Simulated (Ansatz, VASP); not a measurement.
## AlN in VASP and in Ansatz

File INCAR:

```
  PREC = Accurate
  ENCUT = 600
  EDIFF = 1E-6
  ISMEAR = 0
  SIGMA = 0.02
  LREAL = F
  LASPH = T
  NELM = 120
  ALGO = Normal
  ISIF = 2
  LWAVE = F
  LCHARG = T
  GGA = PE
  LELF = T
  LVHAR = T
  NBANDS = 11
  GGA_COMPAT = F
```

Contents of KPOINTS:

```
Automatic mesh
0
Gamma
  10 10 10
```

POSCAR

```
AlN
1.0
    0.0000000000      2.0352736675      2.0352736675
    2.0352736675      0.0000000000      2.0352736675
    2.0352736675      2.0352736675      0.0000000000
Al N
1 1
Direct
    0.0000000000      0.0000000000      0.0000000000
    0.5000000000      0.5000000000      0.5000000000
```

Input for Ansatz:

```yaml
crystal:
  lattice:
    - [0.0, 2.0352736675, 2.0352736675]
    - [2.0352736675, 0.0, 2.0352736675]
    - [2.0352736675, 2.0352736675, 0.0]
  atoms:
    - { symbol: Al, position: [0.0, 0.0, 0.0] }
    - { symbol: "N", position: [0.5, 0.5, 0.5] }
basis:
  ecutwfc: 420
kpoints:
  mp_grid: { grid: [10, 10, 10] }
hamiltonian:
  xc: pbe
scf:
  occupations: { method: gaussian, width: 0.02 }
  mixing: { preconditioner: resta, algorithm: anderson, beta: 0.5, ndim: 2 }
output:
  forces: true
  eigenvalues: true
  stress: true
```

Alike in both runs: task single point; functional PBE; k mesh 10 × 10 × 10; occupations gaussian, width 0.02 eV; no spin polarisation.

```csv
,VASP,Ansatz
version,VASP 6.6.1,Ansatz 0.2.0
potentials or method,"VASP PAW PBE potentials, release 64 (Al, N), cutoff 600 eV","scalar-relativistic, plane waves, PAW"
valence electrons in the cell,8,8
```

```csv
,VASP,Ansatz,Ansatz less VASP
gap on the k mesh at the Fermi level (eV),4.41,4.44,+0.022
pressure (GPa),-0.4,0.0,+0.43
```
